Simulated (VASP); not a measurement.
# Ca2SiS6 (Fm-3m) in VASP: further runs

Ca2SiS6 is run at these levels: PBE; tasks: single point, relaxation of cell and atoms.

Program: VASP 6.6.1. These are calculated values, not measurements. Logs are shortened: lines on timing, memory, paths and dates and some standing lists are left out, and cuts for length are marked.

### 1 The cell of the first run

It takes space group Fm-3m (No. 225, cubic). The conventional cell has a = 9.008 Å, b = 9.008 Å, c = 9.008 Å, α = 90.00°, β = 90.00°, γ = 90.00°. Ca (site symmetry -43m) has 12 S at 3.18 Å and 4 Si at 3.90 Å within 4.2 Å. Within 3.0 Å of Si (site symmetry m-3m) lie 6 S at 2.23 Å. Within 3.0 Å of S (site symmetry 4mm) lie 1 Si at 2.23 Å.

### 2 Single point, PBE

File INCAR:

```
SYSTEM = Ca2SiS6
PREC     = Accurate       ! precision mode
ENCUT    = 520            ! plane-wave cutoff, eV
EDIFF    = 1E-6           ! SCF threshold, eV
ISMEAR   = 0              ! smearing method
SIGMA    = 0.1            ! smearing width, eV
LREAL    = .False.        ! projectors in reciprocal space
LASPH    = .True.         ! aspherical terms in the spheres
NELM     = 100            ! most SCF steps
ALGO     = Normal         ! electronic algorithm
ISIF     = 2              ! what is computed and relaxed
LWAVE    = .False.        ! write WAVECAR
LCHARG   = .False.        ! write CHGCAR
GGA      = PE             ! functional
NBANDS   = 40             ! bands
```

File KPOINTS:

```
Automatic mesh
0
Gamma
  8 8 8
  0 0 0
```

File POSCAR:

```
Ca2SiS6
1.0
    0.0000000000      4.5040107996      4.5040107996
    4.5040107996      0.0000000000      4.5040107996
    4.5040107996      4.5040107996      0.0000000000
Ca Si S
2 1 6
Direct
    0.2500000000      0.2500000000      0.2500000000
    0.7500000000      0.7500000000      0.7500000000
    0.0000000000      0.0000000000      0.0000000000
    0.7519973657      0.2480026343      0.2480026343
    0.2480026343      0.7519973657      0.7519973657
    0.2480026343      0.7519973657      0.2480026343
    0.7519973657      0.2480026343      0.7519973657
    0.2480026343      0.2480026343      0.7519973657
    0.7519973657      0.7519973657      0.2480026343
```

Potentials or basis: VASP PAW PBE potentials, release 64 (Ca_sv, Si, S).

Started as:

```sh
$ cat potpaw_PBE.64/Ca_sv/POTCAR potpaw_PBE.64/Si/POTCAR potpaw_PBE.64/S/POTCAR > POTCAR
$ mpirun -np 1 vasp_std > vasp.out
```

OUTCAR:

```text
SYSTEM = Ca2SiS6
   PREC = Accurate
   ENCUT = 520
   EDIFF = 1E-6
   ISMEAR = 0
   LREAL = .False.
   LASPH = .True.
   NELM = 100
   ISIF = 2
   GGA = PE

 ion  position               nearest neighbor table
   1  0.250  0.250  0.250-
   2  0.750  0.750  0.750-
   3  0.000  0.000  0.000-   4 2.23   5 2.23   6 2.23   7 2.23   8 2.23   9 2.23
   4  0.752  0.248  0.248-   3 2.23
   5  0.248  0.752  0.752-   3 2.23
   6  0.248  0.752  0.248-   3 2.23
   7  0.752  0.248  0.752-   3 2.23
   8  0.248  0.248  0.752-   3 2.23
   9  0.752  0.752  0.248-   3 2.23

  LATTYP: Found a face centered cubic cell.
 ALAT       =     9.0080215992

  Lattice vectors:

 A1 = (   0.0000000000,   4.5040107996,   4.5040107996)
 A2 = (   4.5040107996,   0.0000000000,   4.5040107996)
 A3 = (   4.5040107996,   4.5040107996,   0.0000000000)

Analysis of symmetry for initial positions (statically):
=====================================================================
 Subroutine PRICEL returns:
 Original cell was already a primitive cell.

 Routine SETGRP: Setting up the symmetry group for a
 face centered cubic supercell.

 Subroutine GETGRP returns: Found 48 space group operations
 (whereof 48 operations were pure point group operations)
 out of a pool of 48 trial point group operations.

The static configuration has the point symmetry O_h .

Analysis of symmetry for dynamics (positions and initial velocities):
=====================================================================
 Subroutine PRICEL returns:
 Original cell was already a primitive cell.

 Routine SETGRP: Setting up the symmetry group for a
 face centered cubic supercell.

 Subroutine GETGRP returns: Found 48 space group operations
 (whereof 48 operations were pure point group operations)
 out of a pool of 48 trial point group operations.

The dynamic configuration has the point symmetry O_h .

 Subroutine INISYM returns: Found 48 space group operations
 (whereof 48 operations are pure point group operations),
 and found     1 'primitive' translations

----------------------------------------------------------------------------------------

                                     Primitive cell

  volume of cell :     182.7377

  direct lattice vectors                    reciprocal lattice vectors
     0.000000000  4.504010800  4.504010800    -0.111012167  0.111012167  0.111012167
     4.504010800  0.000000000  4.504010800     0.111012167 -0.111012167  0.111012167
     4.504010800  4.504010800  0.000000000     0.111012167  0.111012167 -0.111012167

  length of vectors
     6.369633158  6.369633158  6.369633158     0.192278714  0.192278714  0.192278714

  position of ions in fractional coordinates (direct lattice)
     0.250000000  0.250000000  0.250000000
     0.750000000  0.750000000  0.750000000
     0.000000000  0.000000000  0.000000000
     0.751997366  0.248002634  0.248002634
     0.248002634  0.751997366  0.751997366
     0.248002634  0.751997366  0.248002634
     0.751997366  0.248002634  0.751997366
     0.248002634  0.248002634  0.751997366
     0.751997366  0.751997366  0.248002634

  ion indices of the primitive-cell ions
   primitive index   ion index
                 1           1
                 2           2
                 3           3
                 4           4
                 5           5
                 6           6
                 7           7
                 8           8
                 9           9

----------------------------------------------------------------------------------------

 KPOINTS: Automatic mesh

Automatic generation of k-mesh.
 Grid dimensions read from file:
 generate k-points for:    8    8    8

 Generating k-lattice:

  Cartesian coordinates                     Fractional coordinates (reciprocal lattice)
    -0.013876521  0.013876521  0.013876521     0.125000000  0.000000000  0.000000000
     0.013876521 -0.013876521  0.013876521     0.000000000  0.125000000  0.000000000
     0.013876521  0.013876521 -0.013876521     0.000000000  0.000000000  0.125000000

  Length of vectors
     0.024034839  0.024034839  0.024034839

  Shift w.r.t. Gamma in fractional coordinates (k-lattice)
     0.000000000  0.000000000  0.000000000

 Subroutine IBZKPT returns following result:
 ===========================================

 Found     29 irreducible k-points:

 Following reciprocal coordinates:
            Coordinates               Weight
  0.000000  0.000000  0.000000      1.000000
  0.125000  0.000000  0.000000      8.000000
  0.250000  0.000000  0.000000      8.000000
  0.375000  0.000000  0.000000      8.000000
  0.500000  0.000000  0.000000      4.000000
  0.125000  0.125000  0.000000      6.000000
[... 16 lines left out ...]
  0.500000  0.250000  0.125000     48.000000
 -0.375000  0.250000  0.125000     24.000000
 [... further k-points ...]
   k-points           NKPTS =     29   k-points in BZ     NKDIM =     29   number of bands    NBANDS=     40
   number of dos      NEDOS =    301   number of ions     NIONS =      9
   total plane-waves  NPLWV = 110592
   dimension x,y,z NGX =    48 NGY =   48 NGZ =   48
   dimension x,y,z NGXF=    96 NGYF=   96 NGZF=   96
   ions per type =               2   1   6
   NGX,Y,Z   is equivalent  to a cutoff of  12.53, 12.53, 12.53 a.u.
   NGXF,Y,Z  is equivalent  to a cutoff of  25.06, 25.06, 25.06 a.u.
 SYSTEM =  Ca2SiS6
   PREC   = accura    normal or accurate (medium, high low for compatibility)
   ISTART =      0    job   : 0-new  1-cont  2-samecut
   ICHARG =      2    charge: 1-file 2-atom 10-const
   ISPIN  =      1    spin polarized calculation?
   LNONCOLLINEAR =      F non collinear calculations
   LSORBIT =      F    spin-orbit coupling
   LASPH  =      T    aspherical Exc in radial PAW
   ENCUT  =  520.0 eV  38.22 Ry    6.18 a.u.  11.84 11.84 11.84*2*pi/ulx,y,z
   NELM   =    100;   NELMIN=  2; NELMDL= -5     # of ELM steps
   EDIFF  = 0.1E-05   stopping-criterion for ELM
   LREAL  =      F    real-space projection
   EDIFFG = 0.1E-04   stopping-criterion for IOM
   NSW    =      0    number of steps for IOM
   IBRION =     -1    ionic relax: 0-MD 1-quasi-New 2-CG
   NFREE  =      0    steps in history (QN), initial steepest desc. (CG)
   ISIF   =      2    stress and relaxation
   ISYM   =      2    0-nonsym 1-usesym 2-fastsym
   POTIM  = 0.5000    time-step for ionic-motion
   TEBEG  =    0.0;   TEEND  =   0.0 temperature during run
   PSTRESS=    0.0 pullay stress
   NELECT =      60.0000    total number of electrons
   NUPDOWN=      -1.0000    fix difference up-down
   EMIN   =  10.00;   EMAX   =-10.00  energy-range for DOS
   EFERMI =   0.00;   METHOD = LEGACY
   ISMEAR =     0;   SIGMA  =   0.10  broadening in eV -4-tet -1-fermi 0-gaus
   EFERMI_NEDOS =   21; number of points for ismear=-14 and -15
   IALGO  =     38    algorithm
   IMIX   =      4    mixing-type and parameters
     AMIX     =   0.40;   BMIX     =  1.00
     AMIX_MAG =   1.60;   BMIX_MAG =  1.00
  volume/ion in A,a.u.               =      20.30       137.02
  Fermi-wavevector in a.u.,A,eV,Ry     =   1.129404  2.134263 17.354945  1.275552
  Thomas-Fermi vector in A             =   2.266097
   LORBIT       =      0    0 simple, 1 ext, 2 COOP (PROOUT), +10 PAW based schemes
   GGA     = PE    functional components
   LHFCALC =     F    Hartree Fock is set to
   AEXX    =    0.0000 exact exchange contribution
   IVDW    =     0    specifies the selected vdW correction
   LEPSILON=     F    determine dielectric tensor
   LRPA    =     F    only Hartree local field effects (RPA)
 non-spin polarized calculation
 Gauss-broadening in eV      SIGMA  =   0.10
  energy-cutoff  :      520.00
  volume of cell :      182.74
 maximum number of plane-waves:      4957
   NGX = 23   NGY = 23   NGZ = 23

 number of electron      60.0000000 magnetization

 Free energy of the ion-electron system (eV)
  ---------------------------------------------------
  ext. energy  EPLUGINS =         0.00000000
  ---------------------------------------------------
  free energy    TOTEN  =       -39.90470063 eV

  energy without entropy =      -39.86811891  energy(sigma->0) =      -39.88640977

 E-fermi :   4.4547     XC(G=0):  -9.7859

 val. band max:        4.4519700075   @ k =   0.5000   0.0000   0.0000
 cond. band min:       4.4614083133   @ k =   0.3750   0.0000   0.0000
 fundamental gap:      0.0094383058
 Fermi energy:         4.4546513089

 k-point     1 :       0.0000    0.0000    0.0000
  band No.  band energies     occupation
      1     -36.2102      2.00000
      2     -36.2082      2.00000
      3     -17.1980      2.00000
      4     -17.1980      2.00000
      5     -17.1980      2.00000
      6     -17.1828      2.00000
[... 32 lines left out ...]
     39       8.0229      0.00000
     40       8.8592      0.00000

 k-point     2 :       0.1250    0.0000    0.0000
  band No.  band energies     occupation
      1     -36.2102      2.00000
      2     -36.2083      2.00000
      3     -17.1979      2.00000
      4     -17.1976      2.00000
      5     -17.1976      2.00000
      6     -17.1840      2.00000
[... 32 lines left out ...]
     39       8.2321      0.00000
     40       8.9483      0.00000

 k-point     3 :       0.2500    0.0000    0.0000
  band No.  band energies     occupation
      1     -36.2099      2.00000
      2     -36.2085      2.00000
      3     -17.1975      2.00000
      4     -17.1962      2.00000
      5     -17.1962      2.00000
      6     -17.1870      2.00000
[... 32 lines left out ...]
     39       8.8386      0.00000
     40       9.0046      0.00000

 k-point     4 :       0.3750    0.0000    0.0000
  band No.  band energies     occupation
      1     -36.2096      2.00000
      2     -36.2088      2.00000
      3     -17.1965      2.00000
      4     -17.1940      2.00000
      5     -17.1940      2.00000
      6     -17.1908      2.00000
[... 32 lines left out ...]
     39       8.9244      0.00000
     40       9.5174      0.00000
[... 772 lines left out ...]
     39       9.0149      0.00000
     40       9.0711      0.00000

 k-point    23 :       0.5000    0.2500    0.1250
  band No.  band energies     occupation
      1     -36.2095      2.00000
      2     -36.2089      2.00000
      3     -17.2031      2.00000
      4     -17.2001      2.00000
      5     -17.1953      2.00000
      6     -17.1885      2.00000
[... 32 lines left out ...]
     39       9.2189      0.00000
     40       9.3646      0.00000

 k-point    24 :      -0.3750    0.2500    0.1250
  band No.  band energies     occupation
      1     -36.2092      2.00000
      2     -36.2092      2.00000
      3     -17.2030      2.00000
      4     -17.2022      2.00000
      5     -17.1921      2.00000
      6     -17.1921      2.00000
[... 32 lines left out ...]
     39       9.2693      0.00000
     40       9.4497      0.00000

 [... further k-points ...]
[... 5 lines left out ...]
  --------------------------------------------------------------------------------------
  -------------------------------------------------------------------------------------
  Total       -0.0605019     -0.0605019     -0.0605019     -0.0000000     -0.0000000      0.0000000
  in kB       -0.5304584     -0.5304584     -0.5304584     -0.0000000     -0.0000000      0.0000000
  external PRESSURE =      -0.5304584 kB  Pullay stress =       0.0000000 kB

 VOLUME and BASIS-vectors are now :
 -----------------------------------------------------------------------------
  energy-cutoff  :      520.00
  volume of cell :      182.74
      direct lattice vectors                 reciprocal lattice vectors
     0.000000000  4.504010800  4.504010800    -0.111012167  0.111012167  0.111012167
     4.504010800  0.000000000  4.504010800     0.111012167 -0.111012167  0.111012167
     4.504010800  4.504010800  0.000000000     0.111012167  0.111012167 -0.111012167

 POSITION                                       TOTAL-FORCE (eV/Angst)
 -----------------------------------------------------------------------------------
      2.25201      2.25201      2.25201        -0.000000     -0.000000     -0.000000
      6.75602      6.75602      6.75602         0.000000     -0.000000      0.000000
      0.00000      0.00000      0.00000        -0.000000     -0.000000     -0.000000
      2.23401      4.50401      4.50401        -0.014037     -0.000000      0.000000
      6.77401      4.50401      4.50401         0.014037     -0.000000      0.000000
      4.50401      2.23401      4.50401         0.000000     -0.014037      0.000000
      4.50401      6.77401      4.50401         0.000000      0.014037      0.000000
      4.50401      4.50401      2.23401         0.000000     -0.000000     -0.014037
      4.50401      4.50401      6.77401         0.000000     -0.000000      0.014037
 -----------------------------------------------------------------------------------
    total drift:                               -0.000000     -0.000000     -0.000000

  FREE ENERGIE OF THE ION-ELECTRON SYSTEM (eV)
  ---------------------------------------------------
  free  energy   TOTEN  =       -39.9047006258 eV

  energy  without entropy=      -39.8681189062  energy(sigma->0) =      -39.88640977
```

It took 96 s on 1 thread of Intel Xeon 6975P-C (Granite Rapids), shared host; peak memory 0.43 GiB.

Results:

* Free energy: -39.9047 eV
* Pressure: -0.1 GPa
* Largest force: 0.014 eV/Å
* Band gap on the k mesh: zero (band 30 reaches 5.42 eV, above the bottom of band 31 at 4.24 eV)

Forces in eV/Å, atoms in the order of the input:
```
Ca   0.000  0.000  0.000
Ca   0.000  0.000  0.000
Si   0.000  0.000  0.000
S   -0.014  0.000  0.000
S    0.014  0.000  0.000
S    0.000 -0.014  0.000
S    0.000  0.014  0.000
S    0.000  0.000 -0.014
S    0.000  0.000  0.014
```

Levels at points of the mesh, in eV from the Fermi level:
```csv
k point,band 28,band 29,band 30,band 31,band 32,band 33
"(0.00, 0.00, 0.00)",0.02,0.02,0.97,0.97,0.97,1.39
"(0.50, 0.00, 0.00)",0.00,0.00,0.08,0.30,0.30,3.04
"(0.50, 0.50, 0.00)",-1.61,-0.46,-0.46,-0.11,0.77,3.90
```

(Continued in part 2 of 2.)
